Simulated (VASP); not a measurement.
# Zr2N (P4_2/mnm) in VASP: notebook

Zr2N is run at these levels: PBEsol; tasks: single point.

Everything below comes from runs of VASP 6.6.1. Logs are shortened: lines on timing, memory, paths and dates and some standing lists are left out, and cuts for length are marked.

## 1. The cell of the first run

It takes space group P4_2/mnm (No. 136, tetragonal). Conventional cell: a = 5.370 Å, b = 5.370 Å, c = 3.273 Å, α = 90.00°, β = 90.00°, γ = 90.00°. Within 3.3 Å of Zr (site symmetry m2m) lie 3 N at 2.25 Å and 11 Zr at 3.09 to 3.27 Å. Within 3.0 Å of N (site symmetry mmm) lie 6 Zr at 2.25 Å.

## 2. Single point, PBEsol

Input file INCAR:

```
SYSTEM = Zr2N
ALGO = Normal
EDIFF = 1E-6
ENCUT = 520
GGA = PS
ISIF = 2
ISMEAR = 0
LASPH = .TRUE.
LCHARG = .FALSE.
LREAL = .FALSE.
LWAVE = .FALSE.
NBANDS = 38
NELM = 80
PREC = Accurate
SIGMA = 0.1
```

Input file KPOINTS:

```
k-points
0
G
  8 8 10
  0 0 0
```

Input file POSCAR:

```
Zr2N
1.0
    5.3700488239      0.0000000000      0.0000000000
    0.0000000000      5.3700488239      0.0000000000
    0.0000000000      0.0000000000      3.2726229830
Zr N
4 2
Direct
    0.2962523284      0.2962523284      0.0000000000
    0.7037476716      0.7037476716      0.0000000000
    0.7962523284      0.2037476716      0.5000000000
    0.2037476716      0.7962523284      0.5000000000
    0.0000000000      0.0000000000      0.0000000000
    0.5000000000      0.5000000000      0.5000000000
```

Potentials or basis: VASP PAW PBE potentials, release 64 (Zr_sv, N).

The run is started by

```console
> cat potpaw_PBE.64/Zr_sv/POTCAR potpaw_PBE.64/N/POTCAR > POTCAR
> mpirun -np 1 vasp_std > vasp.out
```

OUTCAR:

```text
SYSTEM = Zr2N
   EDIFF = 1E-6
   ENCUT = 520
   GGA = PS
   ISIF = 2
   ISMEAR = 0
   LASPH = .TRUE.
   LREAL = .FALSE.
   NELM = 80
   PREC = Accurate

 ion  position               nearest neighbor table
   1  0.296  0.296  0.000-   5 2.25   6 2.25   6 2.25   2 3.09   4 3.18   3 3.18   4 3.18   3 3.18
                             4 3.18   4 3.18   3 3.18   3 3.18   2 3.86   2 3.86
   2  0.704  0.704  0.000-   5 2.25   6 2.25   6 2.25   1 3.09   4 3.18   3 3.18   4 3.18   3 3.18
                             3 3.18   3 3.18   4 3.18   4 3.18   1 3.86   1 3.86
   3  0.796  0.204  0.500-   6 2.25   5 2.25   5 2.25   4 3.09   1 3.18   1 3.18   2 3.18   2 3.18
                             2 3.18   2 3.18   1 3.18   1 3.18   4 3.86   4 3.86
   4  0.204  0.796  0.500-   6 2.25   5 2.25   5 2.25   3 3.09   1 3.18   1 3.18   2 3.18   2 3.18
                             1 3.18   1 3.18   2 3.18   2 3.18   3 3.86   3 3.86
   5  0.000  0.000  0.000-   1 2.25   2 2.25   3 2.25   4 2.25   3 2.25   4 2.25
   6  0.500  0.500  0.500-   3 2.25   4 2.25   1 2.25   2 2.25   1 2.25   2 2.25

  LATTYP: Found a simple tetragonal cell.
 ALAT       =     5.3700488239
 C/A-ratio  =     0.6094214579

  Lattice vectors:

 A1 = (   5.3700488239,   0.0000000000,   0.0000000000)
 A2 = (   0.0000000000,   5.3700488239,   0.0000000000)
 A3 = (   0.0000000000,   0.0000000000,   3.2726229830)

Analysis of symmetry for initial positions (statically):
=====================================================================
 Subroutine PRICEL returns:
 Original cell was already a primitive cell.

 Routine SETGRP: Setting up the symmetry group for a
 simple tetragonal supercell.

 Subroutine GETGRP returns: Found 16 space group operations
 (whereof  8 operations were pure point group operations)
 out of a pool of 16 trial point group operations.

The static configuration has the point symmetry D_2h.
 The point group associated with its full space group is D_4h.

Analysis of symmetry for dynamics (positions and initial velocities):
=====================================================================
 Subroutine PRICEL returns:
 Original cell was already a primitive cell.

 Routine SETGRP: Setting up the symmetry group for a
 simple tetragonal supercell.

 Subroutine GETGRP returns: Found 16 space group operations
 (whereof  8 operations were pure point group operations)
 out of a pool of 16 trial point group operations.

The dynamic configuration has the point symmetry D_2h.
 The point group associated with its full space group is D_4h.

 Subroutine INISYM returns: Found 16 space group operations
 (whereof  8 operations are pure point group operations),
 and found     1 'primitive' translations

----------------------------------------------------------------------------------------

                                     Primitive cell

  volume of cell :      94.3740

  direct lattice vectors                    reciprocal lattice vectors
     5.370048824  0.000000000  0.000000000     0.186218046  0.000000000  0.000000000
     0.000000000  5.370048824  0.000000000     0.000000000  0.186218046  0.000000000
     0.000000000  0.000000000  3.272622983     0.000000000  0.000000000  0.305565293

  length of vectors
     5.370048824  5.370048824  3.272622983     0.186218046  0.186218046  0.305565293

  position of ions in fractional coordinates (direct lattice)
     0.296252328  0.296252328  0.000000000
     0.703747672  0.703747672  0.000000000
     0.796252328  0.203747672  0.500000000
     0.203747672  0.796252328  0.500000000
     0.000000000  0.000000000  0.000000000
     0.500000000  0.500000000  0.500000000

  ion indices of the primitive-cell ions
   primitive index   ion index
                 1           1
                 2           2
                 3           3
                 4           4
                 5           5
                 6           6

----------------------------------------------------------------------------------------

 KPOINTS: k-points

Automatic generation of k-mesh.
 Grid dimensions read from file:
 generate k-points for:    8    8   10

 Generating k-lattice:

  Cartesian coordinates                     Fractional coordinates (reciprocal lattice)
     0.023277256  0.000000000  0.000000000     0.125000000  0.000000000  0.000000000
     0.000000000  0.023277256  0.000000000     0.000000000  0.125000000  0.000000000
     0.000000000  0.000000000  0.030556529     0.000000000  0.000000000  0.100000000

  Length of vectors
     0.023277256  0.023277256  0.030556529

  Shift w.r.t. Gamma in fractional coordinates (k-lattice)
     0.000000000  0.000000000  0.000000000

 Subroutine IBZKPT returns following result:
 ===========================================

 Found     90 irreducible k-points:

 Following reciprocal coordinates:
            Coordinates               Weight
  0.000000  0.000000  0.000000      1.000000
  0.125000  0.000000  0.000000      4.000000
  0.250000  0.000000  0.000000      4.000000
  0.375000  0.000000  0.000000      4.000000
  0.500000  0.000000  0.000000      2.000000
  0.125000  0.125000  0.000000      4.000000
[... 16 lines left out ...]
  0.375000  0.125000  0.100000     16.000000
  0.500000  0.125000  0.100000      8.000000
 [... further k-points ...]
   k-points           NKPTS =     90   k-points in BZ     NKDIM =     90   number of bands    NBANDS=     38
   number of dos      NEDOS =    301   number of ions     NIONS =      6
   total plane-waves  NPLWV =  38400
   dimension x,y,z NGX =    40 NGY =   40 NGZ =   24
   dimension x,y,z NGXF=    80 NGYF=   80 NGZF=   48
   ions per type =               4   2
   NGX,Y,Z   is equivalent  to a cutoff of  12.38, 12.38, 12.19 a.u.
   NGXF,Y,Z  is equivalent  to a cutoff of  24.77, 24.77, 24.38 a.u.
 SYSTEM =  Zr2N
   PREC   = accura    normal or accurate (medium, high low for compatibility)
   ISTART =      0    job   : 0-new  1-cont  2-samecut
   ICHARG =      2    charge: 1-file 2-atom 10-const
   ISPIN  =      1    spin polarized calculation?
   LNONCOLLINEAR =      F non collinear calculations
   LSORBIT =      F    spin-orbit coupling
   LASPH  =      T    aspherical Exc in radial PAW
   ENCUT  =  520.0 eV  38.22 Ry    6.18 a.u.   9.98  9.98  6.08*2*pi/ulx,y,z
   NELM   =     80;   NELMIN=  2; NELMDL= -5     # of ELM steps
   EDIFF  = 0.1E-05   stopping-criterion for ELM
   LREAL  =      F    real-space projection
   EDIFFG = 0.1E-04   stopping-criterion for IOM
   NSW    =      0    number of steps for IOM
   IBRION =     -1    ionic relax: 0-MD 1-quasi-New 2-CG
   NFREE  =      0    steps in history (QN), initial steepest desc. (CG)
   ISIF   =      2    stress and relaxation
   ISYM   =      2    0-nonsym 1-usesym 2-fastsym
   POTIM  = 0.5000    time-step for ionic-motion
   TEBEG  =    0.0;   TEEND  =   0.0 temperature during run
   PSTRESS=    0.0 pullay stress
   NELECT =      58.0000    total number of electrons
   NUPDOWN=      -1.0000    fix difference up-down
   EMIN   =  10.00;   EMAX   =-10.00  energy-range for DOS
   EFERMI =   0.00;   METHOD = LEGACY
   ISMEAR =     0;   SIGMA  =   0.10  broadening in eV -4-tet -1-fermi 0-gaus
   EFERMI_NEDOS =   21; number of points for ismear=-14 and -15
   IALGO  =     38    algorithm
   IMIX   =      4    mixing-type and parameters
     AMIX     =   0.40;   BMIX     =  1.00
     AMIX_MAG =   1.60;   BMIX_MAG =  1.00
  volume/ion in A,a.u.               =      15.73       106.14
  Fermi-wavevector in a.u.,A,eV,Ry     =   1.391874  2.630261 26.358758  1.937314
  Thomas-Fermi vector in A             =   2.515671
   LORBIT       =      0    0 simple, 1 ext, 2 COOP (PROOUT), +10 PAW based schemes
   GGA     = PS    functional components
   LHFCALC =     F    Hartree Fock is set to
   AEXX    =    0.0000 exact exchange contribution
   IVDW    =     0    specifies the selected vdW correction
   LEPSILON=     F    determine dielectric tensor
   LRPA    =     F    only Hartree local field effects (RPA)
 non-spin polarized calculation
 Gauss-broadening in eV      SIGMA  =   0.10
  energy-cutoff  :      520.00
  volume of cell :       94.37
 maximum number of plane-waves:      2576
 NGX is ok and might be reduce to    40
   NGX = 19   NGY = 19   NGZ = 13

 number of electron      57.9999998 magnetization

 Free energy of the ion-electron system (eV)
  ---------------------------------------------------
  ext. energy  EPLUGINS =         0.00000000
  ---------------------------------------------------
  free energy    TOTEN  =       -61.81784193 eV

  energy without entropy =      -61.80473073  energy(sigma->0) =      -61.81128633

 E-fermi :   9.8545     XC(G=0): -11.9609

 val. band max:        9.8463240188   @ k =   0.2500   0.2500   0.2000
 cond. band min:       9.8578919305   @ k =   0.3750   0.3750   0.2000
 fundamental gap:      0.0115679117
 Fermi energy:         9.8545103411

 k-point     1 :       0.0000    0.0000    0.0000
  band No.  band energies     occupation
      1     -38.6661      2.00000
      2     -38.5093      2.00000
      3     -38.5093      2.00000
      4     -38.4445      2.00000
      5     -17.6919      2.00000
      6     -17.0432      2.00000
[... 30 lines left out ...]
     37      12.8128      0.00000
     38      12.8604      0.00000

 k-point     2 :       0.1250    0.0000    0.0000
  band No.  band energies     occupation
      1     -38.6606      2.00000
      2     -38.5163      2.00000
      3     -38.5064      2.00000
      4     -38.4460      2.00000
      5     -17.6632      2.00000
      6     -17.0348      2.00000
[... 30 lines left out ...]
     37      12.8218      0.00000
     38      13.1559      0.00000
[... 859 lines left out ...]
     37      13.3311      0.00000
     38      13.9439      0.00000

 k-point    24 :       0.5000    0.1250    0.1000
  band No.  band energies     occupation
      1     -38.5819      2.00000
      2     -38.5819      2.00000
      3     -38.4757      2.00000
      4     -38.4757      2.00000
      5     -17.2896      2.00000
      6     -17.2896      2.00000
[... 30 lines left out ...]
     37      13.4366      0.00000
     38      13.4366      0.00000

 [... further k-points ...]

------------------------ aborting loop because EDIFF is reached ----------------------------------------

  FORCE on cell =-STRESS in cart. coord.  units (eV):
  Direction    XX          YY          ZZ          XY          YZ          ZX
  --------------------------------------------------------------------------------------
  -------------------------------------------------------------------------------------
  Total        0.1145271      0.1145271      0.1252855     -0.0000000      0.0000000      0.0000000
  in kB        1.9443141      1.9443141      2.1269588     -0.0000000      0.0000000      0.0000000
  external PRESSURE =       2.0051956 kB  Pullay stress =       0.0000000 kB

 VOLUME and BASIS-vectors are now :
 -----------------------------------------------------------------------------
  energy-cutoff  :      520.00
  volume of cell :       94.37
      direct lattice vectors                 reciprocal lattice vectors
     5.370048824  0.000000000  0.000000000     0.186218046  0.000000000  0.000000000
     0.000000000  5.370048824  0.000000000     0.000000000  0.186218046  0.000000000
     0.000000000  0.000000000  3.272622983     0.000000000  0.000000000  0.305565293

 POSITION                                       TOTAL-FORCE (eV/Angst)
 -----------------------------------------------------------------------------------
      1.59089      1.59089      0.00000        -0.004442     -0.004442      0.000000
      3.77916      3.77916      0.00000         0.004442      0.004442      0.000000
      4.27591      1.09413      1.63631        -0.004442      0.004442      0.000000
      1.09413      4.27591      1.63631         0.004442     -0.004442      0.000000
      0.00000      0.00000      0.00000        -0.000000      0.000000      0.000000
      2.68502      2.68502      1.63631        -0.000000      0.000000      0.000000
 -----------------------------------------------------------------------------------
    total drift:                                0.000000     -0.000000     -0.000000

  FREE ENERGIE OF THE ION-ELECTRON SYSTEM (eV)
  ---------------------------------------------------
  free  energy   TOTEN  =       -61.8178419334 eV

  energy  without entropy=      -61.8047307334  energy(sigma->0) =      -61.81128633
```

It took 4 min on 1 thread of Intel Xeon Platinum 8488C (Sapphire Rapids), shared host; peak memory 0.35 GiB.

What came out:

```yaml
Free_energy: -61.8178 eV
Pressure: 0.2 GPa
Largest_force: 0.006 eV/Å
Band_gap_on_the_k_mesh: zero (bands 29 and 30 overlap by 2.59 eV)
```

Forces in eV/Å, atoms in the order of the input:
```
Zr  -0.004 -0.004  0.000
Zr   0.004  0.004  0.000
Zr  -0.004  0.004  0.000
Zr   0.004 -0.004  0.000
N    0.000  0.000  0.000
N    0.000  0.000  0.000
```

Caveat: the PAW data sets were made with another functional, which shifts forces and pressure a little.

(Part 1 of 3 ends here.)
